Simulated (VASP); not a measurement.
Hf2C:

```
Hf C
1.0
     3.37554    0.00000    0.00000
    -1.68777    2.92330    0.00000
     0.00000    0.00000    5.23209
Hf C
2 1
Cartesian
  0.0000 0.0000 3.9241
  0.0000 0.0000 1.3080
  0.0000 1.9489 0.0000
```

```yaml
Program: VASP 6.6.1
Task: relaxation of cell and atoms
Functional: PBE
Potentials_or_basis: VASP PAW PBE potentials, release 64 (Hf_pv, C)
Cutoff: 600 eV
k_mesh: 6 × 6 × 4
Occupations: gaussian, width 0.1 eV
Spin: no spin polarisation
```

At the start: pressure -2.2 GPa; volume 17.21 Å³/atom.

How do energy, volume and symmetry change on relaxing?

Over 7 steps the energy falls by 178.1 meV/atom and the volume is 16.74 Å³/atom (-2.7 %); space group P-6m2 (No. 187, to 0.05 Å).

The path:
```
step  energy change (eV)  largest force (eV/Å)  pressure (GPa)  volume (Å³)
   1              0.0000                0.6123           -2.19        51.63
   2             -0.4313                0.3233            2.78        49.33
   3             -0.5332                0.1812           -0.16        50.12
   4             -0.5333                0.1779           -0.26        50.16
   5             -0.5329                0.1618            0.94        49.98
   6             -0.5340                0.0251            0.28        50.08
   7             -0.5342                0.0005           -0.03        50.22
```

Final structure:
```yaml
crystal:
  lattice:
    - [3.20548, 0.00000, 0.00000]
    - [-1.60274, 2.77602, 0.00000]
    - [0.00000, 0.00000, 5.64413]
  atoms:
    - { symbol: Hf, position: [0.00000, 0.00000, 0.75509] }
    - { symbol: Hf, position: [0.00000, 0.00000, 0.24491] }
    - { symbol: C, position: [0.33333, 0.66667, 0.00000] }
```
